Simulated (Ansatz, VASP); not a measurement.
MgO in VASP and in Ansatz

The input INCAR:

```
SYSTEM = MgO
PREC = Accurate
ENCUT = 520
EDIFF = 1E-6
ISMEAR = -1
SIGMA = 0.08
LREAL = .False.
LASPH = .True.
NELM = 100
ALGO = Normal
ISIF = 2
LWAVE = .False.
LCHARG = .True.
GGA = PE
LELF = .True.
LVHAR = .True.
NBANDS = 16
```

Contents of KPOINTS:

```
Automatic mesh
0
Gamma
  12 12 7
  0 0 0
```

Contents of POSCAR:

```
MgO
1.0
    3.1979144443      0.0000000000      0.0000000000
   -1.5989572222      2.7694751478      0.0000000000
    0.0000000000      0.0000000000      3.8750660067
Mg O
2 2
Direct
    0.3333333333      0.6666666667     -0.0619999431
    0.6666666667      0.3333333333      0.4380000569
    0.3333333333      0.6666666667      0.4379999431
    0.6666666667      0.3333333333      0.9379999431
```

Input for Ansatz:

```yaml
crystal:
  lattice:
    - [3.1979144443, 0.0, 0.0]
    - [-1.5989572222, 2.7694751478, 0.0]
    - [0.0, 0.0, 3.8750660067]
  atoms:
    - { symbol: Mg, position: [0.3333333333, 0.6666666667, -0.0619999431] }
    - { symbol: Mg, position: [0.6666666667, 0.3333333333, 0.4380000569] }
    - { symbol: O, position: [0.3333333333, 0.6666666667, 0.4379999431] }
    - { symbol: O, position: [0.6666666667, 0.3333333333, 0.9379999431] }
kpoints:
  mp_grid: { grid: [12, 12, 7] }
scf:
  occupations: { method: fermi_dirac, width: 0.08 }
hamiltonian:
  xc: pbe
  pseudopotentials: { kind: all_electron, lapw: { basis_error: 0.0005 } }
output:
  forces: true
  stress: true
  eigenvalues: true
  populations: true
```

Alike in both runs: task single point; functional PBE; k mesh 12 × 12 × 7; occupations fermi-dirac, width 0.08 eV; no spin polarisation.

```csv
,VASP,Ansatz
version,VASP 6.6.1,Ansatz 0.2.0
potentials or method,"VASP PAW PBE potentials, release 64 (Mg, O), cutoff 520 eV","all-electron LAPW, scalar-relativistic"
```

|  | VASP | Ansatz | Ansatz less VASP |
| --- | --- | --- | --- |
| gap on the k mesh at the Fermi level (eV) | 4.77 | 4.79 | +0.012 |

Ansatz ran all-electron here, and VASP with PAW potentials.
